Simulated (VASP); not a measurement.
# GaN (F-43m) in VASP: a series of runs

The runs below take GaN through single point, relaxation of cell and atoms, with PBEsol, r2SCAN+rVV10.

Program: VASP 6.6.1. These are calculated values, not measurements. Logs are shortened: lines on timing, memory, paths and dates and some standing lists are left out, and cuts for length are marked.

## (1) The cell of the first run

The structure is cubic, space group F-43m (No. 216). The conventional cell has a = 4.498 Å, b = 4.498 Å, c = 4.498 Å, α = 90.00°, β = 90.00°, γ = 90.00°. Ga (site symmetry -43m) has 4 N at 1.95 Å within 2.6 Å. N (site symmetry -43m) has 4 Ga at 1.95 Å within 2.6 Å.

## (2) Single point, PBEsol

The input, INCAR:

```
PREC = Accurate
ENCUT = 520
EDIFF = 1E-6
ISMEAR = -1
SIGMA = 0.03
LREAL = F
LASPH = T
NELM = 100
ALGO = Normal
ISIF = 2
LWAVE = F
LCHARG = F
GGA = PS
NBANDS = 16
```

The input, KPOINTS:

```
Automatic mesh
0
Gamma
  8 8 8
```

The input, POSCAR:

```
GaN
1.0
    0.0000000000      2.2489427042      2.2489427042
    2.2489427042      0.0000000000      2.2489427042
    2.2489427042      2.2489427042      0.0000000000
Ga N
1 1
Direct
    0.0000000000      0.0000000000      0.0000000000
    0.2500000000      0.2500000000      0.2500000000
```

Potentials or basis: VASP PAW PBE potentials, release 64 (Ga_d, N).

Started as:

```console
cat potpaw_PBE.64/Ga_d/POTCAR potpaw_PBE.64/N/POTCAR > POTCAR
mpirun -np 1 vasp_std > vasp.out
```

OUTCAR:

```text
PREC = Accurate
   ENCUT = 520
   EDIFF = 1E-6
   ISMEAR = -1
   LREAL = F
   LASPH = T
   NELM = 100
   ISIF = 2
   GGA = PS

 ion  position               nearest neighbor table
   1  0.000  0.000  0.000-   2 1.95   2 1.95   2 1.95   2 1.95
   2  0.250  0.250  0.250-   1 1.95   1 1.95   1 1.95   1 1.95

  LATTYP: Found a face centered cubic cell.
 ALAT       =     4.4978854084

  Lattice vectors:

 A1 = (   0.0000000000,   2.2489427042,   2.2489427042)
 A2 = (   2.2489427042,   0.0000000000,   2.2489427042)
 A3 = (   2.2489427042,   2.2489427042,   0.0000000000)

Analysis of symmetry for initial positions (statically):
=====================================================================
 Subroutine PRICEL returns:
 Original cell was already a primitive cell.

 Routine SETGRP: Setting up the symmetry group for a
 face centered cubic supercell.

 Subroutine GETGRP returns: Found 24 space group operations
 (whereof 24 operations were pure point group operations)
 out of a pool of 48 trial point group operations.

The static configuration has the point symmetry T_d .

Analysis of symmetry for dynamics (positions and initial velocities):
=====================================================================
 Subroutine PRICEL returns:
 Original cell was already a primitive cell.

 Routine SETGRP: Setting up the symmetry group for a
 face centered cubic supercell.

 Subroutine GETGRP returns: Found 24 space group operations
 (whereof 24 operations were pure point group operations)
 out of a pool of 48 trial point group operations.

The dynamic configuration has the point symmetry T_d .

 Subroutine INISYM returns: Found 24 space group operations
 (whereof 24 operations are pure point group operations),
 and found     1 'primitive' translations

----------------------------------------------------------------------------------------

                                     Primitive cell

  volume of cell :      22.7491

  direct lattice vectors                    reciprocal lattice vectors
     0.000000000  2.248942704  2.248942704    -0.222326696  0.222326696  0.222326696
     2.248942704  0.000000000  2.248942704     0.222326696 -0.222326696  0.222326696
     2.248942704  2.248942704  0.000000000     0.222326696  0.222326696 -0.222326696

  length of vectors
     3.180485273  3.180485273  3.180485273     0.385081133  0.385081133  0.385081133

  position of ions in fractional coordinates (direct lattice)
     0.000000000  0.000000000  0.000000000
     0.250000000  0.250000000  0.250000000

  ion indices of the primitive-cell ions
   primitive index   ion index
                 1           1
                 2           2

----------------------------------------------------------------------------------------

 KPOINTS: Automatic mesh

Automatic generation of k-mesh.
 Grid dimensions read from file:
 generate k-points for:    8    8    8

 Generating k-lattice:

  Cartesian coordinates                     Fractional coordinates (reciprocal lattice)
    -0.027790837  0.027790837  0.027790837     0.125000000  0.000000000  0.000000000
     0.027790837 -0.027790837  0.027790837     0.000000000  0.125000000  0.000000000
     0.027790837  0.027790837 -0.027790837     0.000000000  0.000000000  0.125000000

  Length of vectors
     0.048135142  0.048135142  0.048135142

  Shift w.r.t. Gamma in fractional coordinates (k-lattice)
     0.000000000  0.000000000  0.000000000

 Subroutine IBZKPT returns following result:
 ===========================================

 Found     29 irreducible k-points:

 Following reciprocal coordinates:
            Coordinates               Weight
  0.000000  0.000000  0.000000      1.000000
  0.125000  0.000000  0.000000      8.000000
  0.250000  0.000000  0.000000      8.000000
  0.375000  0.000000  0.000000      8.000000
  0.500000  0.000000  0.000000      4.000000
  0.125000  0.125000  0.000000      6.000000
[... 16 lines left out ...]
  0.500000  0.250000  0.125000     48.000000
 -0.375000  0.250000  0.125000     24.000000
 [... further k-points ...]
   k-points           NKPTS =     29   k-points in BZ     NKDIM =     29   number of bands    NBANDS=     16
   number of dos      NEDOS =    301   number of ions     NIONS =      2
   total plane-waves  NPLWV =  13824
   dimension x,y,z NGX =    24 NGY =   24 NGZ =   24
   dimension x,y,z NGXF=    48 NGYF=   48 NGZF=   48
   ions per type =               1   1
   NGX,Y,Z   is equivalent  to a cutoff of  12.54, 12.54, 12.54 a.u.
   NGXF,Y,Z  is equivalent  to a cutoff of  25.09, 25.09, 25.09 a.u.
 SYSTEM =  unknown system
   PREC   = accura    normal or accurate (medium, high low for compatibility)
   ISTART =      0    job   : 0-new  1-cont  2-samecut
   ICHARG =      2    charge: 1-file 2-atom 10-const
   ISPIN  =      1    spin polarized calculation?
   LNONCOLLINEAR =      F non collinear calculations
   LSORBIT =      F    spin-orbit coupling
[... 112 lines left out ...]
      6      -6.6104      2.00000
[... 8 lines left out ...]
     15      24.8231      0.00000
     16      24.8231      0.00000

 k-point     6 :       0.1250    0.1250    0.0000
  band No.  band energies     occupation
      1     -10.5364      2.00000
      2      -8.1516      2.00000
      3      -8.1516      2.00000
      4      -8.1383      2.00000
      5      -7.8758      2.00000
      6      -7.8498      2.00000
[... 8 lines left out ...]
     15      24.7785      0.00000
     16      25.0504      0.00000

 k-point     7 :       0.2500    0.1250    0.0000
  band No.  band energies     occupation
      1     -10.2190      2.00000
      2      -8.1250      2.00000
      3      -8.1053      2.00000
      4      -7.9789      2.00000
      5      -7.8374      2.00000
      6      -7.8246      2.00000
[... 8 lines left out ...]
     15      23.9421      0.00000
     16      24.2326      0.00000

 k-point     8 :       0.3750    0.1250    0.0000
  band No.  band energies     occupation
      1      -9.9027      2.00000
      2      -8.1028      2.00000
      3      -8.0741      2.00000
      4      -7.9036      2.00000
      5      -7.8178      2.00000
      6      -7.2825      2.00000
[... 8 lines left out ...]
     15      23.3180      0.00000
     16      24.8039      0.00000

 k-point     9 :       0.5000    0.1250    0.0000
  band No.  band energies     occupation
      1      -9.7705      2.00000
      2      -8.0990      2.00000
      3      -8.0687      2.00000
      4      -7.8568      2.00000
      5      -7.8115      2.00000
      6      -6.5689      2.00000
[... 8 lines left out ...]
     15      23.8386      0.00000
     16      25.1945      0.00000
[... 172 lines left out ...]
 k-point    19 :       0.5000    0.3750    0.0000
  band No.  band energies     occupation
      1      -9.6403      2.00000
      2      -8.0870      2.00000
      3      -7.9172      2.00000
      4      -7.9068      2.00000
      5      -7.7935      2.00000
      6      -6.2816      2.00000
[... 8 lines left out ...]
     15      27.5411      0.00000
     16      28.4224      0.00000

 k-point    20 :      -0.3750    0.3750    0.0000
  band No.  band energies     occupation
      1      -9.6344      2.00000
      2      -8.0757      2.00000
      3      -7.9280      2.00000
      4      -7.9266      2.00000
      5      -7.8217      2.00000
      6      -6.0063      2.00000
[... 8 lines left out ...]
     15      25.7480      0.00000
     16      28.1671      0.00000

 k-point    21 :       0.5000    0.5000    0.0000
  band No.  band energies     occupation
      1      -9.6229      2.00000
      2      -8.1098      2.00000
      3      -7.8787      2.00000
      4      -7.8787      2.00000
      5      -7.7821      2.00000
      6      -6.1834      2.00000
[... 8 lines left out ...]
     15      27.0014      0.00000
     16      29.8212      0.00000

 k-point    22 :       0.3750    0.2500    0.1250
  band No.  band energies     occupation
      1      -9.9518      2.00000
      2      -8.0860      2.00000
      3      -8.0657      2.00000
      4      -7.9483      2.00000
      5      -7.8331      2.00000
      6      -7.4763      2.00000
[... 8 lines left out ...]
     15      24.2622      0.00000
     16      26.4841      0.00000

 k-point    23 :       0.5000    0.2500    0.1250
  band No.  band energies     occupation
      1      -9.7586      2.00000
      2      -8.0802      2.00000
      3      -8.0337      2.00000
      4      -7.9115      2.00000
      5      -7.8261      2.00000
      6      -6.7679      2.00000
[... 8 lines left out ...]
     15      24.3517      0.00000
     16      26.2895      0.00000

 k-point    24 :      -0.3750    0.2500    0.1250
  band No.  band energies     occupation
      1      -9.7014      2.00000
      2      -8.0860      2.00000
      3      -8.0214      2.00000
      4      -7.8833      2.00000
      5      -7.8278      2.00000
      6      -6.2935      2.00000
[... 8 lines left out ...]
     15      23.9301      0.00000
     16      26.2180      0.00000

 [... further k-points ...]

------------------------ aborting loop because EDIFF is reached ----------------------------------------

  FORCE on cell =-STRESS in cart. coord.  units (eV):
  Direction    XX          YY          ZZ          XY          YZ          ZX
  --------------------------------------------------------------------------------------
  -------------------------------------------------------------------------------------
  Total       -0.0276874     -0.0276874     -0.0276874     -0.0000000      0.0000000     -0.0000000
  in kB       -1.9499713     -1.9499713     -1.9499713     -0.0000000      0.0000000     -0.0000000
  external PRESSURE =      -1.9499713 kB  Pullay stress =       0.0000000 kB

 VOLUME and BASIS-vectors are now :
 -----------------------------------------------------------------------------
  energy-cutoff  :      520.00
  volume of cell :       22.75
      direct lattice vectors                 reciprocal lattice vectors
     0.000000000  2.248942704  2.248942704    -0.222326696  0.222326696  0.222326696
     2.248942704  0.000000000  2.248942704     0.222326696 -0.222326696  0.222326696
     2.248942704  2.248942704  0.000000000     0.222326696  0.222326696 -0.222326696

 POSITION                                       TOTAL-FORCE (eV/Angst)
 -----------------------------------------------------------------------------------
      0.00000      0.00000      0.00000        -0.000000      0.000000     -0.000000
      1.12447      1.12447      1.12447         0.000000      0.000000      0.000000
 -----------------------------------------------------------------------------------
    total drift:                                0.000001      0.000001      0.000001

  FREE ENERGIE OF THE ION-ELECTRON SYSTEM (eV)
  ---------------------------------------------------
  free  energy   TOTEN  =       -13.1220744252 eV

  energy  without entropy=      -13.1220744252  energy(sigma->0) =      -13.12207443
```

Wall time 21 s (1 thread of AMD EPYC 7R13, shared host); peak memory 0.11 GiB.

Results:

- Free energy: -13.1221 eV
- Pressure: -0.2 GPa
- Band gap on the k mesh: 1.72 eV, direct

Levels at points of the mesh, in eV from the valence-band top:
```tsv
k point	band 5	band 6	band 7	band 8	band 9	band 10	band 11	band 12	band 13	band 14
(0.00, 0.00, 0.00)	-13.08	-13.08	0.00	0.00	0.00	1.72	10.24	10.24	10.24	17.46
(0.50, 0.00, 0.00)	-13.03	-11.83	-7.15	-0.99	-0.99	4.60	8.66	10.30	10.30	15.49
(0.50, 0.50, 0.00)	-13.00	-11.40	-6.21	-2.76	-2.76	3.23	6.60	11.62	13.94	13.94
```

Caveat: the PAW data sets were made with another functional, which shifts forces and pressure a little.

## (3) Single point, r2SCAN+rVV10

This run uses another cell than the first one, of 11.30 Å³/atom, 0.994 times its volume.

The input, POSCAR:

```
GaN
1.0
    0.0000000000      2.2442117377      2.2442117377
    2.2442117377      0.0000000000      2.2442117377
    2.2442117377      2.2442117377      0.0000000000
Ga N
1 1
Direct
    0.0000000000      0.0000000000      0.0000000000
    0.2500000000      0.2500000000      0.2500000000
```

The input, INCAR.step1:

```
PREC = Accurate
ENCUT = 520
ISMEAR = -1
SIGMA = 0.03
LREAL = False
LASPH = True
NELM = 80
NBANDS = 16
GGA = PE
ALGO = Normal
EDIFF = 1E-4
LWAVE = True
LCHARG = False
```

The input, INCAR.step2:

```
PREC = Accurate
ENCUT = 520
EDIFF = 1E-6
ISMEAR = -1
SIGMA = 0.03
LREAL = False
LASPH = True
NELM = 80
ALGO = Normal
ISIF = 2
LWAVE = False
LCHARG = False
METAGGA = R2SCAN
LMIXTAU = True
LUSE_VDW = True
IVDW_NL = 2
BPARAM = 11.95
CPARAM = 0.0093
NBANDS = 16
ISTART = 1
```

The input, KPOINTS:

```
regular mesh
0
Gamma
  8 8 8
```

Potentials or basis: VASP PAW PBE potentials, release 64 (Ga_d, N).

Started as:

```console
cat potpaw_PBE.64/Ga_d/POTCAR potpaw_PBE.64/N/POTCAR > POTCAR
cp INCAR.step1 INCAR
mpirun -np 1 vasp_std > vasp.out
cp INCAR.step2 INCAR
mpirun -np 1 vasp_std > vasp.out
```

Run time: 1.8 min. Hardware: 1 thread of AMD EPYC 7R13, shared host; peak memory 0.19 GiB.

It converged, with:

| Quantity | Value |
| --- | --- |
| Free energy | -21.4007 eV |
| Pressure | 1.2 GPa |
| Band gap on the k mesh | 2.17 eV, direct |

Levels at points of the mesh, in eV from the valence-band top:
```
           k point  band 5  band 6  band 7  band 8  band 9  band 10  band 11  band 12  band 13  band 14
(0.00, 0.00, 0.00)  -13.45  -13.45    0.00    0.00    0.00     2.17    11.07    11.07    11.07    18.66
(0.50, 0.00, 0.00)  -13.41  -12.33   -7.26   -1.01   -1.01     5.22     9.47    11.04    11.04    16.55
(0.50, 0.50, 0.00)  -13.37  -11.96   -6.28   -2.83   -2.83     3.72     7.29    12.63    15.06    15.06
```

Caveat: the PAW data sets were made with another functional, which shifts forces and pressure a little. r2SCAN opens gaps a little over a GGA but as a rule still falls short of measured ones.

## (4) Relaxation of cell and atoms, PBEsol

This run uses another cell than the first one, of 9.27 Å³/atom, 0.815 times its volume.

The input, INCAR:

```
SYSTEM = GaN
PREC = Accurate
ENCUT = 600
EDIFF = 1E-7
ISMEAR = -1
SIGMA = 0.03
LREAL = .False.
LASPH = .True.
NELM = 100
ALGO = Normal
ISIF = 3
LWAVE = .False.
LCHARG = .False.
GGA = PS
IBRION = 2
NSW = 100
EDIFFG = -0.01
```

The input, KPOINTS:

```
regular mesh
0
Gamma
  8 8 8
  0 0 0
```

The input, POSCAR:

```
GaN
1.0
    0.0000000000      2.1007466895      2.1007466895
    2.1007466895      0.0000000000      2.1007466895
    2.1007466895      2.1007466895      0.0000000000
Ga N
1 1
Direct
    0.0000000000      0.0000000000      0.0000000000
    0.2500000000      0.2500000000      0.2500000000
```

Started as:

```console
cat potpaw_PBE.64/Ga_d/POTCAR potpaw_PBE.64/N/POTCAR > POTCAR
mpirun -np 1 vasp_std > vasp.out
```

Wall time 78 s (1 thread of AMD EPYC 7R13, shared host); peak memory 0.12 GiB.

It converged, with:

* Free energy: -13.1192 eV
* Relaxed volume: 11.36 Å³/atom
* Relaxed cell: a = 3.179 Å, b = 3.179 Å, c = 3.179 Å, α = 60.00°, β = 60.00°, γ = 60.00°
* Space group after relaxing (to 0.05 Å): F-43m (No. 216)
* Energy gained by relaxing: 323.2 meV/atom
* Ionic steps: 6
* Pressure after relaxing: 0.1 GPa
* Band gap on the k mesh: 1.73 eV, direct

Step by step:
```tsv
step	energy change (eV)	largest force (eV/Å)	pressure (GPa)	volume (Å³)
1	0.0000	0.0000	59.23	18.54
2	0.0741	0.0000	-27.91	29.34
3	-0.6451	0.0000	-1.63	22.96
4	-0.6463	0.0000	-0.52	22.80
5	-0.6465	0.0000	0.19	22.71
6	-0.6465	0.0000	0.12	22.71
```

Final structure:
```yaml
crystal:
  lattice:
    - [0.00000, 2.24770, 2.24770]
    - [2.24770, 0.00000, 2.24770]
    - [2.24770, 2.24770, 0.00000]
  atoms:
    - { symbol: Ga, position: [0.00000, 0.00000, 0.00000] }
    - { symbol: N, position: [0.25000, 0.25000, 0.25000] }
```

Levels at points of the mesh, in eV from the valence-band top:
```
           k point  band 5  band 6  band 7  band 8  band 9  band 10  band 11  band 12  band 13
(0.00, 0.00, 0.00)  -13.08  -13.08    0.00    0.00    0.00     1.73    10.25    10.25    10.25
(0.50, 0.00, 0.00)  -13.03  -11.83   -7.16   -0.99   -0.99     4.62     8.67    10.30    10.30
(0.50, 0.50, 0.00)  -13.00  -11.40   -6.21   -2.76   -2.76     3.23     6.61    11.63    13.96
```

Caveat: the volume moved by over 15 % at a fixed basis, so the end points are rough; the PAW data sets were made with another functional, which shifts forces and pressure a little.

## (5) Relaxation of cell and atoms, r2SCAN+rVV10

The input, POSCAR:

```
GaN
1.0
    0.0000000000      2.2489427042      2.2489427042
    2.2489427042      0.0000000000      2.2489427042
    2.2489427042      2.2489427042      0.0000000000
Ga N
1 1
Direct
    0.0000000000      0.0000000000      0.0000000000
    0.2500000000      0.2500000000      0.2500000000
```

The input, INCAR.step1:

```
  ALGO = Normal
  EDIFF = 1E-4
  ENCUT = 600
  GGA = PE
  ISMEAR = -1
  LASPH = True
  LCHARG = False
  LREAL = False
  LWAVE = True
  NELM = 60
  PREC = Accurate
  SIGMA = 0.03
```

The input, INCAR.step2:

```
  ALGO = Normal
  BPARAM = 11.95
  CPARAM = 0.0093
  EDIFF = 1E-7
  EDIFFG = -0.01
  ENCUT = 600
  IBRION = 2
  ISIF = 3
  ISMEAR = -1
  ISTART = 1
  IVDW_NL = 2
  LASPH = True
  LCHARG = False
  LMIXTAU = True
  LREAL = False
  LUSE_VDW = True
  LWAVE = False
  METAGGA = R2SCAN
  NELM = 60
  NSW = 100
  PREC = Accurate
  SIGMA = 0.03
```

The input, KPOINTS:

```
k-points
0
Gamma
  8 8 8
```

Started as:

```console
cat potpaw_PBE.64/Ga_d/POTCAR potpaw_PBE.64/N/POTCAR > POTCAR
cp INCAR.step1 INCAR
mpirun -np 1 vasp_std > vasp.out
cp INCAR.step2 INCAR
mpirun -np 1 vasp_std > vasp.out
```

Run time: 7.3 min. Hardware: 1 thread of AMD EPYC 7R13, shared host; peak memory 0.25 GiB.

Results (log left out):

```yaml
Free_energy: -21.4024 eV
Relaxed_volume: 11.36 Å³/atom
Relaxed_cell: a = 3.179 Å, b = 3.179 Å, c = 3.179 Å, α = 60.00°, β = 60.00°, γ = 60.00°
Space_group_after_relaxing_to_0.05_Å: F-43m (No. 216)
Energy_gained_by_relaxing: 0.0 meV/atom
Ionic_steps: 3
Pressure_after_relaxing: 0.0 GPa
Band_gap_on_the_k_mesh: 2.13 eV, direct
```

Final structure:
```xyz
2
Lattice="0.0000 2.2482 2.2482 2.2482 0.0000 2.2482 2.2482 2.2482 0.0000" Properties=species:S:1:pos:R:3 pbc="T T T"
Ga    0.0000    0.0000    0.0000
N     1.1241    1.1241    1.1241
```

Levels at points of the mesh, in eV from the valence-band top:
| k point | band 5 | band 6 | band 7 | band 8 | band 9 | band 10 | band 11 | band 12 | band 13 |
| --- | --- | --- | --- | --- | --- | --- | --- | --- | --- |
| (0.00, 0.00, 0.00) | -13.46 | -13.46 | 0.00 | 0.00 | 0.00 | 2.13 | 11.03 | 11.03 | 11.03 |
| (0.50, 0.00, 0.00) | -13.41 | -12.34 | -7.22 | -1.01 | -1.01 | 5.18 | 9.44 | 11.01 | 11.01 |
| (0.50, 0.50, 0.00) | -13.38 | -11.96 | -6.26 | -2.82 | -2.82 | 3.72 | 7.26 | 12.58 | 15.00 |

Caveat: the PAW data sets were made with another functional, which shifts forces and pressure a little. r2SCAN opens gaps a little over a GGA but as a rule still falls short of measured ones.

## (6) Summary

| task | level | cell | cutoff (eV) | gap on the mesh (eV) | pressure (GPa) | relaxed volume (Å³/atom) |
| --- | --- | --- | --- | --- | --- | --- |
| single point | PBEsol | a = 3.180 Å, angles 60.0°, 2 atoms | 520 | 1.72 | -0.2 | - |
| single point | r2SCAN+rVV10 | a = 3.174 Å, angles 60.0°, 2 atoms | 520 | 2.17 | 1.2 | - |
| relaxation of cell and atoms | PBEsol | relaxed from a = 2.971 Å, angles 60.0°, 2 atoms | 600 | 1.73 | 0.1 | 11.36 |
| relaxation of cell and atoms | r2SCAN+rVV10 | relaxed from a = 3.180 Å, angles 60.0°, 2 atoms | 600 | 2.13 | 0.0 | 11.36 |

Alike in all rows: potentials or basis VASP PAW PBE potentials, release 64 (Ga_d, N); no spin polarisation; k mesh 8 × 8 × 8; smearing fermi-dirac 0.03 eV.

Caveats: the PAW data sets were made with another functional, which shifts forces and pressure a little; the volume moved by over 15 % at a fixed basis, so the end points are rough (some runs).

Absolute energies hang on the potentials; compare differences alone.
